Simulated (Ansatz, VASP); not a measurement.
# TePb in VASP and in Ansatz

```xyz
2
Lattice="0.0000 3.4678 3.9312 3.4678 0.0000 3.9312 3.4678 3.4678 0.0000" Properties=species:S:1:pos:R:3 pbc="T T T"
Pb    0.0000    0.0000    0.0000
Te    1.7339    1.7339    1.9656
```

Change from the starting cell: epitaxial_xy strain -4.8%.

Alike in both runs: task single point; functional PBE; k mesh 6 × 6 × 6; occupations fermi-dirac, width 0.02 eV; no spin polarisation.

```csv
,VASP,Ansatz
version,VASP 6.6.1,Ansatz 0.2.0
potentials or method,"VASP PAW PBE potentials, release 64 (Pb_d, Te)","plane waves, PAW"
plane-wave cutoff (eV),500,420
valence electrons in the cell,20,30
```

|  | VASP | Ansatz | Ansatz less VASP |
| --- | --- | --- | --- |
| pressure (GPa) | 0.8 | 0.8 | +0.03 |
| traceless stress, the component that is largest in VASP (GPa) | -0.26 | -0.26 | +0.002 |

With one functional, cell and mesh, what is left measures potentials, basis and numerics. VASP's potentials hold 20 valence electrons a cell and Ansatz's 30, so a difference there can come from the potentials and not from the codes.

Spin-orbit coupling is off throughout.
